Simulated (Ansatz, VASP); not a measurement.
# MgI2 in VASP and in Ansatz

The input INCAR:

```
PREC = Accurate ; ENCUT = 520
EDIFF = 1E-6 ; ISMEAR = 0
SIGMA = 0.01 ; LREAL = False
LASPH = True ; NELM = 80
ALGO = Normal ; ISIF = 2
LWAVE = False ; LCHARG = False
GGA = PS ; NBANDS = 15
```

Contents of KPOINTS:

```
Automatic mesh
0
Gamma
  12 12 4
```

POSCAR

```
MgI2
1.0
    4.1400000000      0.0000000000      0.0000000000
   -2.0700000000      3.5853451717      0.0000000000
    0.0000000000      0.0000000000      6.8800000000
I Mg
2 1
Direct
    0.6666666667      0.3333333333      0.7500000000
    0.3333333333      0.6666666667      0.2500000000
    0.0000000000      0.0000000000      0.0000000000
```

The input input.yaml:

```yaml
crystal:
  lattice:
    - [4.14, 0.0, 0.0]
    - [-2.07, 3.5853451717, 0.0]
    - [0.0, 0.0, 6.88]
  atoms:
    - { symbol: I, position: [0.6666666667, 0.3333333333, 0.75] }
    - { symbol: I, position: [0.3333333333, 0.6666666667, 0.25] }
    - { symbol: Mg, position: [0.0, 0.0, 0.0] }
kpoints:
  mp_grid: { grid: [12, 12, 4] }
  band_path:
    path:
      - [0.0, 0.0, 0.0]
      - [0.5, 0.0, 0.0]
      - [0.3333333333, 0.3333333333, 0.0]
      - [0.0, 0.0, 0.5]
      - [0.5, 0.0, 0.5]
      - [0.3333333333, 0.3333333333, 0.5]
      - [0.0, 0.463542, 0.335937]
    npoints: 1
hamiltonian:
  xc: pbesol
scf:
  occupations: { method: fixed }
  n_extra_bands: 4
output:
  forces: true
  stress: true
  eigenvalues: true
```

Alike in both runs: functional PBEsol; k mesh 12 × 12 × 4; no spin polarisation.

```csv
,VASP,Ansatz
version,VASP 6.6.1,Ansatz 0.2.0
potentials or method,"VASP PAW PBE potentials, release 64 (I, Mg)",Ansatz PAW
plane-wave cutoff (eV),520,420
occupations,"gaussian, width 0.01 eV",fixed
valence electrons in the cell,16,44
task,single point,band structure
```

VASP gave:

| Quantity | Value |
| --- | --- |
| gap on the k mesh at the Fermi level (eV) | 3.42 |
| least direct gap on the mesh (eV) | 3.51 |
| pressure (GPa) | -0.9 |
| traceless stress, the component that is largest in VASP (GPa) | -0.29 |
| rms of the force components (eV/Å) | 0.141 |

Problem. Estimate Ansatz's values.

Solution. gap on the k mesh at the Fermi level (eV): 3.44; least direct gap on the mesh (eV): 3.52; pressure (GPa): -0.8; traceless stress, the component that is largest in VASP (GPa): -0.30; rms of the force components (eV/Å): 0.139.

VASP's potentials were made for PBE, not for PBEsol. Atom by atom the forces differ by 0.002 eV/Å (rms over components). VASP's potentials hold 16 valence electrons a cell and Ansatz's 44, so a difference there can come from the potentials and not from the codes.

Neither program's run includes spin-orbit coupling.
